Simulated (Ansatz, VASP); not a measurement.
One calculation of TaN, two programs

```
Ta N
1.0
     3.15189    0.00000    0.00000
    -1.57595    2.72962    0.00000
     0.00000    0.00000    6.10500
Ta N
2 2
Cartesian
  0.0000 1.8197 0.1865
  1.5759 0.9099 3.2390
  0.0000 1.8197 2.1639
  1.5759 0.9099 5.2164
```

Alike in both runs: task single point; functional PBE; k mesh 18 × 18 × 8; occupations gaussian, width 0.1 eV; no spin polarisation.

```csv
,VASP,Ansatz
version,VASP 6.6.1,Ansatz 0.2.0
potentials or method,"VASP PAW PBE potentials, release 64 (Ta_pv, N), cutoff 520 eV","scalar-relativistic, plane waves, PAW"
valence electrons in the cell,32,36
```

Ansatz gave:

* gap on the k mesh at the Fermi level (eV): none
* pressure (GPa): 0.0
* traceless stress, the component that is largest in VASP (GPa): 0.00
* rms of the force components (eV/Å): 0.002

Which values does VASP return?

gap on the k mesh at the Fermi level (eV): none; pressure (GPa): 0.5; traceless stress, the component that is largest in VASP (GPa): 0.34; rms of the force components (eV/Å): 0.014.

Atom by atom the forces differ by 0.012 eV/Å (rms over components). A gap of «none» marks a metal or a gap that the smearing closes. The functional is the same, so the differences come from potentials, cutoffs and numerics. VASP's potentials hold 32 valence electrons a cell and Ansatz's 36, so a difference there can come from the potentials and not from the codes.

Neither program's run includes spin-orbit coupling.
